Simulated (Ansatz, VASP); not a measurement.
# One calculation of Ti3Al, two programs

```xyz
4
Lattice="3.0059 0.0000 0.0000 -1.5029 2.6032 0.0000 0.0000 0.0000 9.4714" Properties=species:S:1:pos:R:3 pbc="T T T"
Ti    1.5029    0.8677    0.0000
Ti    0.0000    1.7354    7.1079
Ti    0.0000    1.7354    2.3635
Al    1.5029    0.8677    4.7357
```

Alike in both runs: task single point; functional PBE; k mesh 18 × 18 × 6; occupations gaussian, width 0.15 eV; no spin polarisation.

|  | VASP | Ansatz |
| --- | --- | --- |
| version | VASP 6.6.1 | Ansatz 0.2.0 |
| potentials or method | VASP PAW PBE potentials, release 64 (Ti_sv, Al), cutoff 520 eV | scalar-relativistic, plane waves, PAW |
| valence electrons in the cell | 39 | 39 |

```csv
,VASP,Ansatz,Ansatz less VASP
gap on the k mesh at the Fermi level (eV),none,none,-
pressure (GPa),-7.3,-7.3,+0.05
"traceless stress, the component that is largest in VASP (GPa)",-0.39,-0.41,-0.017
rms of the force components (eV/Å),0.020,0.018,-0.0022
```

Atom by atom the forces differ by 0.002 eV/Å (rms over components). A gap of «none» marks a metal or a gap that the smearing closes.
